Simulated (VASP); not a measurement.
# Cd2S in VASP: further runs

Runs on Cd2S. Level: PBE. Tasks: single point.

Program: VASP 6.6.1. These are calculated values, not measurements. Logs are shortened: lines on timing, memory, paths and dates and some standing lists are left out, and cuts for length are marked.

## Step 1: The cell of the first run

The typed cell holds 3 atoms: a = 5.200 Å, b = 5.200 Å, c = 3.756 Å, α = 90.00°, β = 90.00°, γ = 90.00°.

## Step 2: Single point, PBE

INCAR

```
PREC = Accurate
ENCUT = 520
EDIFF = 1E-6
ISMEAR = 0
SIGMA = 0.1
LREAL = F
LASPH = T
NELM = 100
ALGO = Normal
ISIF = 2
LWAVE = F
LCHARG = F
GGA = PE
NBANDS = 22
```

KPOINTS

```
Automatic mesh
0
Gamma
  4 4 4
```

POSCAR

```
Cd2S
1.0
    5.1999893599      0.0000000000      0.0000000000
    0.0000000000      5.1999893599      0.0000000000
    0.0000000000      0.0000000000      3.7563788746
Cd S
2 1
Direct
    0.0000000000      0.5000000000      0.3189011698
    0.5000000000      0.0000000000      0.3189011698
    0.0000000000      0.0000000000      0.3181727305
```

Potentials or basis: VASP PAW PBE potentials, release 64 (Cd, S).

Command:

```console
> cat potpaw_PBE.64/Cd/POTCAR potpaw_PBE.64/S/POTCAR > POTCAR
> mpirun -np 1 vasp_std > vasp.out
```

OUTCAR:

```text
PREC = Accurate
   ENCUT = 520
   EDIFF = 1E-6
   ISMEAR = 0
   LREAL = F
   LASPH = T
   NELM = 100
   ISIF = 2
   GGA = PE

 ion  position               nearest neighbor table
   1  0.000  0.500  0.319-   3 2.60   3 2.60   2 3.68   2 3.68   2 3.68   2 3.68
   2  0.500  0.000  0.319-   3 2.60   3 2.60   1 3.68   1 3.68   1 3.68   1 3.68
   3  0.000  0.000  0.318-   1 2.60   2 2.60   1 2.60   2 2.60

  LATTYP: Found a simple tetragonal cell.
 ALAT       =     5.1999893599
 C/A-ratio  =     0.7223820309

  Lattice vectors:

 A1 = (   5.1999893599,   0.0000000000,   0.0000000000)
 A2 = (   0.0000000000,   5.1999893599,   0.0000000000)
 A3 = (   0.0000000000,   0.0000000000,   3.7563788746)

Analysis of symmetry for initial positions (statically):
=====================================================================
 Subroutine PRICEL returns:
 Original cell was already a primitive cell.

 Routine SETGRP: Setting up the symmetry group for a
 simple tetragonal supercell.

 Subroutine GETGRP returns: Found  8 space group operations
 (whereof  8 operations were pure point group operations)
 out of a pool of 16 trial point group operations.

The static configuration has the point symmetry C_4v.

Analysis of symmetry for dynamics (positions and initial velocities):
=====================================================================
 Subroutine PRICEL returns:
 Original cell was already a primitive cell.

 Routine SETGRP: Setting up the symmetry group for a
 simple tetragonal supercell.

 Subroutine GETGRP returns: Found  8 space group operations
 (whereof  8 operations were pure point group operations)
 out of a pool of 16 trial point group operations.

The dynamic configuration has the point symmetry C_4v.

 Subroutine INISYM returns: Found  8 space group operations
 (whereof  8 operations are pure point group operations),
 and found     1 'primitive' translations

----------------------------------------------------------------------------------------

                                     Primitive cell

  volume of cell :     101.5721

  direct lattice vectors                    reciprocal lattice vectors
     5.199989360  0.000000000  0.000000000     0.192308086  0.000000000  0.000000000
[... 76 lines left out ...]
   LNONCOLLINEAR =      F non collinear calculations
   LSORBIT =      F    spin-orbit coupling
   LASPH  =      T    aspherical Exc in radial PAW
   ENCUT  =  520.0 eV  38.22 Ry    6.18 a.u.   9.67  9.67  6.98*2*pi/ulx,y,z
   NELM   =    100;   NELMIN=  2; NELMDL= -5     # of ELM steps
   EDIFF  = 0.1E-05   stopping-criterion for ELM
   LREAL  =      F    real-space projection
   EDIFFG = 0.1E-04   stopping-criterion for IOM
   NSW    =      0    number of steps for IOM
   IBRION =     -1    ionic relax: 0-MD 1-quasi-New 2-CG
   NFREE  =      0    steps in history (QN), initial steepest desc. (CG)
   ISIF   =      2    stress and relaxation
   ISYM   =      2    0-nonsym 1-usesym 2-fastsym
   POTIM  = 0.5000    time-step for ionic-motion
   TEBEG  =    0.0;   TEEND  =   0.0 temperature during run
   PSTRESS=    0.0 pullay stress
   NELECT =      30.0000    total number of electrons
   NUPDOWN=      -1.0000    fix difference up-down
   EMIN   =  10.00;   EMAX   =-10.00  energy-range for DOS
   EFERMI =   0.00;   METHOD = LEGACY
   ISMEAR =     0;   SIGMA  =   0.10  broadening in eV -4-tet -1-fermi 0-gaus
   EFERMI_NEDOS =   21; number of points for ismear=-14 and -15
   IALGO  =     38    algorithm
   IMIX   =      4    mixing-type and parameters
     AMIX     =   0.40;   BMIX     =  1.00
     AMIX_MAG =   1.60;   BMIX_MAG =  1.00
  volume/ion in A,a.u.               =      33.86       228.48
  Fermi-wavevector in a.u.,A,eV,Ry     =   1.090244  2.060263 16.172328  1.188633
  Thomas-Fermi vector in A             =   2.226465
   LORBIT       =      0    0 simple, 1 ext, 2 COOP (PROOUT), +10 PAW based schemes
   GGA     = PE    functional components
   LHFCALC =     F    Hartree Fock is set to
   AEXX    =    0.0000 exact exchange contribution
   IVDW    =     0    specifies the selected vdW correction
   LEPSILON=     F    determine dielectric tensor
   LRPA    =     F    only Hartree local field effects (RPA)
 non-spin polarized calculation
 Gauss-broadening in eV      SIGMA  =   0.10
  energy-cutoff  :      520.00
  volume of cell :      101.57
 maximum number of plane-waves:      2758
 NGX is ok and might be reduce to    40
   NGX = 19   NGY = 19   NGZ = 13

 number of electron      30.0000005 magnetization

 Free energy of the ion-electron system (eV)
  ---------------------------------------------------
  ext. energy  EPLUGINS =         0.00000000
  ---------------------------------------------------
  free energy    TOTEN  =        -4.80520455 eV

  energy without entropy =       -4.79005659  energy(sigma->0) =       -4.79763057

 E-fermi :   1.0139     XC(G=0):  -8.1214

 val. band max:        0.8109553110   @ k =   0.5000   0.2500   0.0000
 cond. band min:       1.0349635101   @ k =   0.2500   0.0000   0.2500
 fundamental gap:      0.2240081991
 Fermi energy:         1.0139086823

 k-point     1 :       0.0000    0.0000    0.0000
  band No.  band energies     occupation
      1     -12.5099      2.00000
      2      -8.0581      2.00000
      3      -8.0030      2.00000
      4      -7.9158      2.00000
      5      -7.8048      2.00000
      6      -7.8048      2.00000
[... 439 lines left out ...]
     21       6.5518      0.00000
     22       7.2309      0.00000

------------------------ aborting loop because EDIFF is reached ----------------------------------------

  FORCE on cell =-STRESS in cart. coord.  units (eV):
  Direction    XX          YY          ZZ          XY          YZ          ZX
  --------------------------------------------------------------------------------------
  -------------------------------------------------------------------------------------
  Total        0.3554106      0.3554106      0.0528368      0.0000000      0.0000000      0.0000000
  in kB        5.6061758      5.6061758      0.8334364      0.0000000      0.0000000      0.0000000
  external PRESSURE =       4.0152627 kB  Pullay stress =       0.0000000 kB

 VOLUME and BASIS-vectors are now :
 -----------------------------------------------------------------------------
  energy-cutoff  :      520.00
  volume of cell :      101.57
      direct lattice vectors                 reciprocal lattice vectors
     5.199989360  0.000000000  0.000000000     0.192308086  0.000000000  0.000000000
     0.000000000  5.199989360  0.000000000     0.000000000  0.192308086  0.000000000
     0.000000000  0.000000000  3.756378875     0.000000000  0.000000000  0.266213828

 POSITION                                       TOTAL-FORCE (eV/Angst)
 -----------------------------------------------------------------------------------
      0.00000      2.59999      1.19791         0.000000     -0.000000     -0.000888
      2.59999      0.00000      1.19791         0.000000      0.000000     -0.000888
      0.00000      0.00000      1.19518         0.000000     -0.000000      0.001775
 -----------------------------------------------------------------------------------
    total drift:                               -0.000000     -0.000000     -0.000898

  FREE ENERGIE OF THE ION-ELECTRON SYSTEM (eV)
  ---------------------------------------------------
  free  energy   TOTEN  =        -4.8052045483 eV

  energy  without entropy=       -4.7900565887  energy(sigma->0) =       -4.79763057
```

stdout:

```text
POSCAR found type information on POSCAR CdS
 POSCAR found :  2 types and       3 ions
 scaLAPACK will be used
 LDA part: xc-table for (Slater+PW92), standard interpolation
 POSCAR, INCAR and KPOINTS ok, starting setup
 FFT: planning ... GRIDC
 FFT: planning ... GRID_SOFT
 FFT: planning ... GRID
 WAVECAR not read
 entering main loop
```

Run time: 44 s. Hardware: 1 thread of AMD EPYC 7R13, shared host; peak memory 0.18 GiB.

Results:

```yaml
Free_energy: -4.8052 eV
Pressure: 0.4 GPa
Band_gap_on_the_k_mesh: zero (band 15 reaches 1.51 eV, above the bottom of band 16 at -0.43 eV)
```

Levels at points of the mesh, in eV from the Fermi level:
```csv
k point,band 12,band 13,band 14,band 15,band 16,band 17,band 18,band 19
"(0.00, 0.00, 0.00)",-4.20,-4.20,-3.23,-1.51,-1.45,3.36,3.36,5.97
"(0.50, 0.00, 0.00)",-5.59,-3.86,-2.30,-1.22,0.89,2.25,3.27,4.65
"(0.50, 0.50, 0.00)",-5.09,-5.09,-1.05,-1.01,1.87,1.87,3.81,5.39
"(0.00, 0.00, 0.50)",-3.83,-3.83,-3.70,-1.51,0.24,1.24,2.70,4.87
"(0.50, 0.00, 0.50)",-4.52,-3.53,-3.19,-0.55,0.32,2.15,2.18,3.64
"(0.50, 0.50, 0.50)",-4.12,-4.12,-2.72,0.47,0.72,0.72,3.24,3.24
```

Caveat: the k points lie up to 0.42 Å⁻¹ apart.

## Step 3: Single point, PBE

This run uses another cell than the first one, of 35.35 Å³/atom, 1.044 times its volume.

INCAR

```
ALGO = Normal ; EDIFF = 1E-6
ENCUT = 520 ; GGA = PE
ISIF = 2 ; ISMEAR = 0
LASPH = True ; LCHARG = False
LREAL = False ; LWAVE = False
NBANDS = 22 ; NELM = 60
PREC = Accurate ; SIGMA = 0.1
```

KPOINTS

```
k-points
0
Gamma
  10 10 12
```

POSCAR

```
Cd2S
1.0
    5.2050600711      0.0000000000      0.0000000000
    0.0000000000      5.2050600711      0.0000000000
    0.0000000000      0.0000000000      3.9139972623
Cd S
2 1
Direct
    0.0000000000      0.5000000000      0.0000000000
    0.5000000000      0.0000000000      0.0000000000
    0.0000000000      0.0000000000      0.0000000000
```

Potentials or basis: VASP PAW PBE potentials, release 64 (Cd, S).

Command:

```console
> cat potpaw_PBE.64/Cd/POTCAR potpaw_PBE.64/S/POTCAR > POTCAR
> mpirun -np 1 vasp_std > vasp.out
```

OUTCAR:

```text
EDIFF = 1E-6
   ENCUT = 520
   GGA = PE
   ISIF = 2
   ISMEAR = 0
   LASPH = True
   LREAL = False
   NELM = 60
   PREC = Accurate

 ion  position               nearest neighbor table
   1  0.000  0.500  0.000-   3 2.60   3 2.60   2 3.68   2 3.68   2 3.68   2 3.68
   2  0.500  0.000  0.000-   3 2.60   3 2.60   1 3.68   1 3.68   1 3.68   1 3.68
   3  0.000  0.000  0.000-   1 2.60   2 2.60   1 2.60   2 2.60

  LATTYP: Found a simple tetragonal cell.
 ALAT       =     5.2050600711
 C/A-ratio  =     0.7519600560

  Lattice vectors:

 A1 = (   5.2050600711,   0.0000000000,   0.0000000000)
 A2 = (   0.0000000000,   5.2050600711,   0.0000000000)
 A3 = (   0.0000000000,   0.0000000000,   3.9139972623)

Analysis of symmetry for initial positions (statically):
=====================================================================
 Subroutine PRICEL returns:
 Original cell was already a primitive cell.

 Routine SETGRP: Setting up the symmetry group for a
 simple tetragonal supercell.

 Subroutine GETGRP returns: Found 16 space group operations
 (whereof 16 operations were pure point group operations)
 out of a pool of 16 trial point group operations.

The static configuration has the point symmetry D_4h.

Analysis of symmetry for dynamics (positions and initial velocities):
=====================================================================
 Subroutine PRICEL returns:
 Original cell was already a primitive cell.

 Routine SETGRP: Setting up the symmetry group for a
 simple tetragonal supercell.

 Subroutine GETGRP returns: Found 16 space group operations
 (whereof 16 operations were pure point group operations)
 out of a pool of 16 trial point group operations.

The dynamic configuration has the point symmetry D_4h.

 Subroutine INISYM returns: Found 16 space group operations
 (whereof 16 operations are pure point group operations),
[... 107 lines left out ...]
   TEBEG  =    0.0;   TEEND  =   0.0 temperature during run
   PSTRESS=    0.0 pullay stress
   NELECT =      30.0000    total number of electrons
   NUPDOWN=      -1.0000    fix difference up-down
   EMIN   =  10.00;   EMAX   =-10.00  energy-range for DOS
   EFERMI =   0.00;   METHOD = LEGACY
   ISMEAR =     0;   SIGMA  =   0.10  broadening in eV -4-tet -1-fermi 0-gaus
   EFERMI_NEDOS =   21; number of points for ismear=-14 and -15
   IALGO  =     38    algorithm
   IMIX   =      4    mixing-type and parameters
     AMIX     =   0.40;   BMIX     =  1.00
     AMIX_MAG =   1.60;   BMIX_MAG =  1.00
  volume/ion in A,a.u.               =      35.35       238.53
  Fermi-wavevector in a.u.,A,eV,Ry     =   1.074710  2.030907 15.714747  1.155001
  Thomas-Fermi vector in A             =   2.210546
   LORBIT       =      0    0 simple, 1 ext, 2 COOP (PROOUT), +10 PAW based schemes
   GGA     = PE    functional components
   LHFCALC =     F    Hartree Fock is set to
   AEXX    =    0.0000 exact exchange contribution
   IVDW    =     0    specifies the selected vdW correction
   LEPSILON=     F    determine dielectric tensor
   LRPA    =     F    only Hartree local field effects (RPA)
 non-spin polarized calculation
 Gauss-broadening in eV      SIGMA  =   0.10
  energy-cutoff  :      520.00
  volume of cell :      106.04
 maximum number of plane-waves:      2884
 NGX is ok and might be reduce to    40
   NGX = 19   NGY = 19   NGZ = 15

 number of electron      30.0000020 magnetization

 Free energy of the ion-electron system (eV)
  ---------------------------------------------------
  ext. energy  EPLUGINS =         0.00000000
  ---------------------------------------------------
  free energy    TOTEN  =        -4.93512123 eV

  energy without entropy =       -4.93105593  energy(sigma->0) =       -4.93308858

 E-fermi :   0.8215     XC(G=0):  -7.8948

 val. band max:        0.7554453701   @ k =   0.3000   0.2000   0.4167
 cond. band min:       0.8254351886   @ k =   0.1000   0.0000   0.4167
 fundamental gap:      0.0699898185
 Fermi energy:         0.8215336000

 k-point     1 :       0.0000    0.0000    0.0000
  band No.  band energies     occupation
      1     -12.7131      2.00000
      2      -8.2044      2.00000
      3      -8.1208      2.00000
      4      -8.0344      2.00000
      5      -7.9647      2.00000
      6      -7.9647      2.00000
[... 589 lines left out ...]
     21       7.9505      0.00000
     22       8.2370      0.00000

 [... further k-points ...]
[... 5 lines left out ...]
  --------------------------------------------------------------------------------------
  -------------------------------------------------------------------------------------
  Total        0.1538862      0.1538862     -0.0037921      0.0000000      0.0000000     -0.0000000
  in kB        2.3250812      2.3250812     -0.0572950      0.0000000      0.0000000     -0.0000000
  external PRESSURE =       1.5309558 kB  Pullay stress =       0.0000000 kB

 VOLUME and BASIS-vectors are now :
 -----------------------------------------------------------------------------
  energy-cutoff  :      520.00
  volume of cell :      106.04
      direct lattice vectors                 reciprocal lattice vectors
     5.205060071  0.000000000  0.000000000     0.192120741  0.000000000  0.000000000
     0.000000000  5.205060071  0.000000000     0.000000000  0.192120741  0.000000000
     0.000000000  0.000000000  3.913997262     0.000000000  0.000000000  0.255493280

 POSITION                                       TOTAL-FORCE (eV/Angst)
 -----------------------------------------------------------------------------------
      0.00000      2.60253      0.00000         0.000000      0.000000      0.000000
      2.60253      0.00000      0.00000         0.000000      0.000000      0.000000
      0.00000      0.00000      0.00000         0.000000      0.000000      0.000000
 -----------------------------------------------------------------------------------
    total drift:                               -0.000000     -0.000000     -0.000000

  FREE ENERGIE OF THE ION-ELECTRON SYSTEM (eV)
  ---------------------------------------------------
  free  energy   TOTEN  =        -4.9351212270 eV

  energy  without entropy=       -4.9310559276  energy(sigma->0) =       -4.93308858
```

stdout:

```text
POSCAR found type information on POSCAR CdS
 POSCAR found :  2 types and       3 ions
 scaLAPACK will be used
 LDA part: xc-table for (Slater+PW92), standard interpolation
 POSCAR, INCAR and KPOINTS ok, starting setup
 FFT: planning ... GRIDC
 FFT: planning ... GRID_SOFT
 FFT: planning ... GRID
 WAVECAR not read
 entering main loop
```

It took 7 min on 1 thread of AMD EPYC 7R13, shared host; peak memory 0.39 GiB.

Results:

```
Free energy            : -4.9351 eV
Pressure               : 0.2 GPa
Band gap on the k mesh : zero (band 15 reaches 1.64 eV, above the bottom of band 16 at -0.53 eV)
```

Stress tensor (GPa, compression positive):
```
 0.23  0.00  0.00
 0.00  0.23  0.00
 0.00  0.00 -0.01
```

Levels at points of the mesh, in eV from the Fermi level:
| k point | band 12 | band 13 | band 14 | band 15 | band 16 | band 17 | band 18 | band 19 |
| --- | --- | --- | --- | --- | --- | --- | --- | --- |
| (0.00, 0.00, 0.00) | -4.19 | -4.19 | -3.12 | -1.72 | -1.35 | 3.46 | 3.46 | 5.72 |
| (0.50, 0.00, 0.00) | -5.48 | -3.86 | -2.16 | -1.49 | 0.92 | 2.36 | 3.38 | 4.68 |
| (0.50, 0.50, 0.00) | -4.99 | -4.99 | -1.26 | -0.92 | 1.88 | 1.88 | 3.83 | 5.46 |
| (0.00, 0.00, 0.50) | -3.90 | -3.90 | -3.58 | -1.67 | 0.07 | 1.32 | 2.89 | 4.74 |
| (0.50, 0.00, 0.50) | -4.63 | -3.61 | -3.09 | -0.71 | 0.46 | 2.05 | 2.28 | 3.52 |
| (0.50, 0.50, 0.50) | -4.22 | -4.22 | -2.64 | 0.36 | 0.88 | 0.88 | 3.08 | 3.08 |
